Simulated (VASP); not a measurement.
# CdS in VASP: notebook

CdS is run at these levels: PBE; tasks: single point.

Program: VASP 6.6.1. These are calculated values, not measurements. Logs are shortened: lines on timing, memory, paths and dates and some standing lists are left out, and cuts for length are marked.

## 1. The cell of the first run

It takes space group I-4m2 (No. 119, tetragonal). The conventional cell has a = 4.090 Å, b = 4.090 Å, c = 5.878 Å, α = 90.00°, β = 90.00°, γ = 90.00°. Within 3.3 Å of Cd (site symmetry -4m2) lie 4 S at 2.52 Å. S (site symmetry -4m2) has 4 Cd at 2.52 Å within 3.3 Å.

## 2. Single point, PBE (biaxial xy strain -1.6%)

Input file INCAR:

```
  PREC = Accurate
  ENCUT = 520
  EDIFF = 1E-6
  ISMEAR = -1
  SIGMA = 0.02
  LREAL = F
  LASPH = T
  NELM = 100
  ALGO = Normal
  ISIF = 2
  LWAVE = F
  LCHARG = F
  GGA = PE
  NBANDS = 16
```

Input file KPOINTS:

```
Automatic mesh
0
Gamma
  8 8 8
```

Input file POSCAR:

```
CdS
1.0
    0.0000000000      2.8918934811      2.9392148400
    2.8918934811      0.0000000000      2.9392148400
    2.8918934811      2.8918934811      0.0000000000
Cd S
1 1
Direct
    0.0000000000      0.0000000000      0.0000000000
    0.2500000000      0.2500000000      0.2500000000
```

Potentials or basis: VASP PAW PBE potentials, release 64 (Cd, S).

Command:

```
$ cat potpaw_PBE.64/Cd/POTCAR potpaw_PBE.64/S/POTCAR > POTCAR
$ mpirun -np 1 vasp_std > vasp.out
```

OUTCAR:

```text
PREC = Accurate
   ENCUT = 520
   EDIFF = 1E-6
   ISMEAR = -1
   LREAL = F
   LASPH = T
   NELM = 100
   ISIF = 2
   GGA = PE

 ion  position               nearest neighbor table
   1  0.000  0.000  0.000-   2 2.52   2 2.52   2 2.52   2 2.52
   2  0.250  0.250  0.250-   1 2.52   1 2.52   1 2.52   1 2.52

  LATTYP: Found a body centered tetragonal cell.
 ALAT       =     4.0897549819
 C/A-ratio  =     1.4373549775

  Lattice vectors:

 A1 = (  -2.8918934811,   0.0000000000,   2.9392148400)
 A2 = (   2.8918934811,   0.0000000000,   2.9392148400)
 A3 = (   0.0000000000,   2.8918934811,  -2.9392148400)

Analysis of symmetry for initial positions (statically):
=====================================================================
 Subroutine PRICEL returns:
 Original cell was already a primitive cell.

 Routine SETGRP: Setting up the symmetry group for a
 body centered tetragonal supercell.

 Subroutine GETGRP returns: Found  8 space group operations
 (whereof  8 operations were pure point group operations)
 out of a pool of 16 trial point group operations.

The static configuration has the point symmetry D_2d.

Analysis of symmetry for dynamics (positions and initial velocities):
=====================================================================
 Subroutine PRICEL returns:
 Original cell was already a primitive cell.

 Routine SETGRP: Setting up the symmetry group for a
 body centered tetragonal supercell.

 Subroutine GETGRP returns: Found  8 space group operations
 (whereof  8 operations were pure point group operations)
 out of a pool of 16 trial point group operations.

The dynamic configuration has the point symmetry D_2d.

 Subroutine INISYM returns: Found  8 space group operations
 (whereof  8 operations are pure point group operations),
 and found     1 'primitive' translations

----------------------------------------------------------------------------------------

                                     Primitive cell

  volume of cell :      49.1616

  direct lattice vectors                    reciprocal lattice vectors
     0.000000000  2.891893481  2.939214840    -0.172897101  0.172897101  0.170113458
     2.891893481  0.000000000  2.939214840     0.172897101 -0.172897101  0.170113458
[... 81 lines left out ...]
   LSORBIT =      F    spin-orbit coupling
   LASPH  =      T    aspherical Exc in radial PAW
   ENCUT  =  520.0 eV  38.22 Ry    6.18 a.u.   7.67  7.67  7.60*2*pi/ulx,y,z
   NELM   =    100;   NELMIN=  2; NELMDL= -5     # of ELM steps
   EDIFF  = 0.1E-05   stopping-criterion for ELM
   LREAL  =      F    real-space projection
   EDIFFG = 0.1E-04   stopping-criterion for IOM
   NSW    =      0    number of steps for IOM
   IBRION =     -1    ionic relax: 0-MD 1-quasi-New 2-CG
   NFREE  =      0    steps in history (QN), initial steepest desc. (CG)
   ISIF   =      2    stress and relaxation
   ISYM   =      2    0-nonsym 1-usesym 2-fastsym
   POTIM  = 0.5000    time-step for ionic-motion
   TEBEG  =    0.0;   TEEND  =   0.0 temperature during run
   PSTRESS=    0.0 pullay stress
   NELECT =      18.0000    total number of electrons
   NUPDOWN=      -1.0000    fix difference up-down
   EMIN   =  10.00;   EMAX   =-10.00  energy-range for DOS
   EFERMI =   0.00;   METHOD = LEGACY
   ISMEAR =    -1;   SIGMA  =   0.02  broadening in eV -4-tet -1-fermi 0-gaus
   EFERMI_NEDOS =   21; number of points for ismear=-14 and -15
   IALGO  =     38    algorithm
   IMIX   =      4    mixing-type and parameters
     AMIX     =   0.40;   BMIX     =  1.00
     AMIX_MAG =   1.60;   BMIX_MAG =  1.00
  volume/ion in A,a.u.               =      24.58       165.88
  Fermi-wavevector in a.u.,A,eV,Ry     =   1.171180  2.213210 18.662607  1.371663
  Thomas-Fermi vector in A             =   2.307628
   LORBIT       =      0    0 simple, 1 ext, 2 COOP (PROOUT), +10 PAW based schemes
   GGA     = PE    functional components
   LHFCALC =     F    Hartree Fock is set to
   AEXX    =    0.0000 exact exchange contribution
   IVDW    =     0    specifies the selected vdW correction
   LEPSILON=     F    determine dielectric tensor
   LRPA    =     F    only Hartree local field effects (RPA)
 non-spin polarized calculation
  energy-cutoff  :      520.00
  volume of cell :       49.16
 maximum number of plane-waves:      1355
   NGX = 15   NGY = 15   NGZ = 15

 number of electron      18.0000003 magnetization

 Free energy of the ion-electron system (eV)
  ---------------------------------------------------
  ext. energy  EPLUGINS =         0.00000000
  ---------------------------------------------------
  free energy    TOTEN  =        -6.11079473 eV

  energy without entropy =       -6.11079473  energy(sigma->0) =       -6.11079473

 E-fermi :   1.7747     XC(G=0):  -9.1931

 val. band max:        1.4100553411   @ k =   0.0000   0.0000   0.0000
 cond. band min:       2.5627684952   @ k =   0.0000   0.0000   0.0000
 fundamental gap:      1.1527131540
 Fermi energy:         1.7747402516

 k-point     1 :       0.0000    0.0000    0.0000
  band No.  band energies     occupation
      1     -11.0326      2.00000
      2      -6.3750      2.00000
      3      -6.3648      2.00000
      4      -6.3648      2.00000
      5      -5.8794      2.00000
      6      -5.8725      2.00000
[... 433 lines left out ...]
      3      -6.2256      2.00000
      4      -5.9612      2.00000
      5      -5.8353      2.00000
      6      -5.7846      2.00000
[... 8 lines left out ...]
     15      13.3750      0.00000
     16      13.6399      0.00000

 [... further k-points ...]

------------------------ aborting loop because EDIFF is reached ----------------------------------------

  FORCE on cell =-STRESS in cart. coord.  units (eV):
  Direction    XX          YY          ZZ          XY          YZ          ZX
  --------------------------------------------------------------------------------------
  -------------------------------------------------------------------------------------
  Total        1.2030438      1.2030438      1.1225595      0.0000000     -0.0000000      0.0000000
  in kB       39.2072254     39.2072254     36.5842416      0.0000000     -0.0000000      0.0000000
  external PRESSURE =      38.3328975 kB  Pullay stress =       0.0000000 kB

 VOLUME and BASIS-vectors are now :
 -----------------------------------------------------------------------------
  energy-cutoff  :      520.00
  volume of cell :       49.16
      direct lattice vectors                 reciprocal lattice vectors
     0.000000000  2.891893481  2.939214840    -0.172897101  0.172897101  0.170113458
     2.891893481  0.000000000  2.939214840     0.172897101 -0.172897101  0.170113458
     2.891893481  2.891893481  0.000000000     0.172897101  0.172897101 -0.170113458

 POSITION                                       TOTAL-FORCE (eV/Angst)
 -----------------------------------------------------------------------------------
      0.00000      0.00000      0.00000         0.000000      0.000000      0.000000
      1.44595      1.44595      1.46961        -0.000000     -0.000000     -0.000000
 -----------------------------------------------------------------------------------
    total drift:                                0.000001      0.000001     -0.000001

  FREE ENERGIE OF THE ION-ELECTRON SYSTEM (eV)
  ---------------------------------------------------
  free  energy   TOTEN  =        -6.1107947295 eV

  energy  without entropy=       -6.1107947295  energy(sigma->0) =       -6.11079473
```

OSZICAR:

```text
N       E                     dE             d eps       ncg     rms          rms(c)
DAV:   1     0.110475891275E+03    0.11048E+03   -0.91373E+03  1928   0.103E+03
DAV:   2    -0.229915620157E+01   -0.11278E+03   -0.10606E+03  2288   0.255E+02
DAV:   3    -0.662771231330E+01   -0.43286E+01   -0.43203E+01  2416   0.521E+01
DAV:   4    -0.665365126674E+01   -0.25939E-01   -0.25937E-01  2360   0.399E+00
DAV:   5    -0.665399162231E+01   -0.34036E-03   -0.34035E-03  2424   0.434E-01    0.829E+00
DAV:   6    -0.613010042788E+01    0.52389E+00   -0.83156E-01  2808   0.116E+01    0.662E+00
DAV:   7    -0.611039199910E+01    0.19708E-01   -0.20152E-01  2440   0.307E+00    0.320E+00
DAV:   8    -0.611069043691E+01   -0.29844E-03   -0.18637E-02  2256   0.174E+00    0.318E-01
DAV:   9    -0.611060630505E+01    0.84132E-04   -0.21765E-03  2352   0.700E-01    0.580E-02
DAV:  10    -0.611072124911E+01   -0.11494E-03   -0.24598E-04  2400   0.165E-01    0.650E-02
DAV:  11    -0.611080120363E+01   -0.79955E-04   -0.12358E-04  2216   0.905E-02    0.206E-02
DAV:  12    -0.611079376140E+01    0.74422E-05   -0.25327E-05  2616   0.666E-02    0.103E-02
DAV:  13    -0.611079503756E+01   -0.12762E-05   -0.44928E-06  2224   0.131E-02    0.137E-02
DAV:  14    -0.611079472953E+01    0.30803E-06   -0.35203E-07  1760   0.340E-03
   1 F= -.61107947E+01 E0= -.61107947E+01  d E =-.383921E-10
```

stdout:

```text
POSCAR found type information on POSCAR CdS
 POSCAR found :  2 types and       2 ions
 scaLAPACK will be used
 LDA part: xc-table for (Slater+PW92), standard interpolation
 POSCAR, INCAR and KPOINTS ok, starting setup
 FFT: planning ... GRIDC
 FFT: planning ... GRID_SOFT
 FFT: planning ... GRID
 WAVECAR not read
 entering main loop
```

Wall time 56 s (1 thread of Intel Xeon 8259CL, shared host); peak memory 0.2 GiB.

Results:

- Free energy: -6.1108 eV
- Pressure: 3.8 GPa
- Band gap on the k mesh: 1.15 eV

Stress tensor (GPa, compression positive):
```
3.92 0.00 0.00
0.00 3.92 0.00
0.00 0.00 3.66
```

Levels at points of the mesh, in eV from the valence-band top:
```csv
k point,band 5,band 6,band 7,band 8,band 9,band 10,band 11,band 12,band 13,band 14
"(0.00, 0.00, 0.00)",-7.29,-7.28,-0.05,0.00,0.00,1.15,6.53,6.53,6.53,11.34
"(0.50, 0.00, 0.00)",-7.24,-6.90,-4.48,-0.81,-0.75,3.01,6.94,7.06,7.49,11.10
"(0.50, 0.50, 0.00)",-7.20,-6.86,-4.07,-1.88,-1.88,3.56,4.44,9.15,10.85,10.85
"(0.50, 0.00, 0.50)",-7.20,-6.82,-3.98,-1.96,-1.93,3.50,4.30,9.31,10.71,10.89
```

Caveat: the cell differs from its parent crystal (biaxial xy strain -1.6%); the cell stands under pressure.

## 3. Single point, PBE (uniaxial x strain -2.2%)

Input file INCAR:

```
PREC     = Accurate       # precision mode
ENCUT    = 520            # plane-wave cutoff, eV
EDIFF    = 1E-6           # SCF threshold, eV
ISMEAR   = -1             # smearing method
SIGMA    = 0.02           # smearing width, eV
LREAL    = False          # projectors in reciprocal space
LASPH    = True           # aspherical terms in the spheres
NELM     = 100            # most SCF steps
ALGO     = Normal         # electronic algorithm
ISIF     = 2              # what is computed and relaxed
LWAVE    = False          # write WAVECAR
LCHARG   = False          # write CHGCAR
GGA      = PE             # functional
NBANDS   = 16             # bands
```

Input file KPOINTS:

```
regular mesh
0
Gamma
  8 8 8
```

Input file POSCAR:

```
CdS
1.0
    0.0000000000      2.9392148400      2.9392148400
    2.8739642705      0.0000000000      2.9392148400
    2.8739642705      2.9392148400      0.0000000000
Cd S
1 1
Direct
    0.0000000000      0.0000000000      0.0000000000
    0.2500000000      0.2500000000      0.2500000000
```

Potentials or basis: VASP PAW PBE potentials, release 64 (Cd, S).

Command:

```
$ cat potpaw_PBE.64/Cd/POTCAR potpaw_PBE.64/S/POTCAR > POTCAR
$ mpirun -np 1 vasp_std > vasp.out
```

OUTCAR:

```text
PREC = Accurate
   ENCUT = 520
   EDIFF = 1E-6
   ISMEAR = -1
   LREAL = False
   LASPH = True
   NELM = 100
   ISIF = 2
   GGA = PE

 ion  position               nearest neighbor table
   1  0.000  0.000  0.000-   2 2.53   2 2.53   2 2.53   2 2.53
   2  0.250  0.250  0.250-   1 2.53   1 2.53   1 2.53   1 2.53

  LATTYP: Found a body centered tetragonal cell.
 ALAT       =     4.1566774895
 C/A-ratio  =     1.3828180213

  Lattice vectors:

[... 639 lines left out ...]

 [... further k-points ...]

------------------------ aborting loop because EDIFF is reached ----------------------------------------

  FORCE on cell =-STRESS in cart. coord.  units (eV):
  Direction    XX          YY          ZZ          XY          YZ          ZX
  --------------------------------------------------------------------------------------
  -------------------------------------------------------------------------------------
  Total        1.0429918      0.9365758      0.9365758      0.0000000      0.0000000      0.0000000
  in kB       33.6525084     30.2189575     30.2189575      0.0000000      0.0000000      0.0000000
  external PRESSURE =      31.3634745 kB  Pullay stress =       0.0000000 kB

 VOLUME and BASIS-vectors are now :
 -----------------------------------------------------------------------------
  energy-cutoff  :      520.00
  volume of cell :       49.66
      direct lattice vectors                 reciprocal lattice vectors
     0.000000000  2.939214840  2.939214840    -0.173975719  0.170113458  0.170113458
     2.873964271  0.000000000  2.939214840     0.173975719 -0.170113458  0.170113458
     2.873964271  2.939214840  0.000000000     0.173975719  0.170113458 -0.170113458

 POSITION                                       TOTAL-FORCE (eV/Angst)
 -----------------------------------------------------------------------------------
      0.00000      0.00000      0.00000         0.000000     -0.000000     -0.000000
      1.43698      1.46961      1.46961         0.000000      0.000000      0.000000
 -----------------------------------------------------------------------------------
    total drift:                               -0.000000     -0.000000     -0.000000

  FREE ENERGIE OF THE ION-ELECTRON SYSTEM (eV)
  ---------------------------------------------------
  free  energy   TOTEN  =        -6.1212897446 eV

  energy  without entropy=       -6.1212897446  energy(sigma->0) =       -6.12128974
```

It took 57 s on 1 thread of Intel Xeon 8259CL, shared host; peak memory 0.2 GiB.

What came out:

```
Free energy            : -6.1213 eV
Pressure               : 3.1 GPa
Band gap on the k mesh : 1.10 eV
```

Caveat: the cell differs from its parent crystal (uniaxial x strain -2.2%); the cell stands under pressure.

## 4. Single point, PBE (strain along [111] +1.5%)

Input file INCAR:

```
  ALGO = Normal
  EDIFF = 1E-7
  ENCUT = 520
  GGA = PE
  ISIF = 2
  ISMEAR = -1
  LASPH = True
  LCHARG = False
  LREAL = False
  LWAVE = False
  NBANDS = 16
  NELM = 60
  PREC = Accurate
  SIGMA = 0.02
```

Input file KPOINTS:

```
k-points
0
Gamma
  8 8 8
```

Input file POSCAR:

```
CdS
1.0
    0.0301759390      2.9693907790      2.9693907790
    2.9693907790      0.0301759390      2.9693907790
    2.9693907790      2.9693907790      0.0301759390
Cd S
1 1
Direct
    0.0010770551      0.0010770551      0.0010770551
    0.2489229449      0.2489229449      0.2489229449
```

Command:

```
$ cat potpaw_PBE.64/Cd/POTCAR potpaw_PBE.64/S/POTCAR > POTCAR
$ mpirun -np 1 vasp_std > vasp.out
```

Wall time 74 s (1 thread of Intel Xeon 8259CL, shared host); peak memory 0.21 GiB.

Results (log left out):

```
Free energy            : -6.1442 eV
Pressure               : 0.8 GPa
Band gap on the k mesh : 1.04 eV
```

Stress tensor (GPa, compression positive):
```
 0.80 -0.26 -0.26
-0.26  0.80 -0.26
-0.26 -0.26  0.80
```

Levels at points of the mesh, in eV from the valence-band top:
```
           k point  band 5  band 6  band 7  band 8  band 9  band 10  band 11  band 12  band 13  band 14
(0.00, 0.00, 0.00)   -7.19   -7.19   -0.06    0.00    0.00     1.04     6.42     6.59     6.59    11.21
(0.50, 0.00, 0.00)   -7.15   -6.83   -4.18   -0.76   -0.70     2.90     6.95     6.97     7.36    10.93
(0.50, 0.50, 0.00)   -7.11   -6.78   -3.80   -1.81   -1.73     3.59     4.29     9.04    10.53    10.54
(0.50, 0.50, 0.50)   -7.16   -6.86   -4.23   -0.68   -0.68     3.03     7.07     7.07     7.28    11.00
```

Caveat: the cell differs from its parent crystal (strain along [111] +1.5%).

## 5. The runs side by side

```tsv
cell	gap on the mesh (eV)	pressure (GPa)
a = 4.123, b = 4.123, c = 4.090 Å, angles 60.3, 60.3, 59.5°, 2 atoms, atomic positions A	1.15	3.8
a = 4.157, b = 4.111, c = 4.111 Å, angles 60.7, 59.6, 59.6°, 2 atoms, atomic positions A	1.10	3.1
a = 4.199 Å, angles 59.3°, 2 atoms, atomic positions B	1.04	0.8
```

Alike in all rows: task single point; level PBE; potentials or basis VASP PAW PBE potentials, release 64 (Cd, S); no spin polarisation; k mesh 8 × 8 × 8; cutoff (eV) 520; smearing fermi-dirac 0.02 eV.

Caveats: the cell stands under pressure (at least some runs).

Total energies depend on the potentials used, so only differences within one code and one set of settings carry meaning.
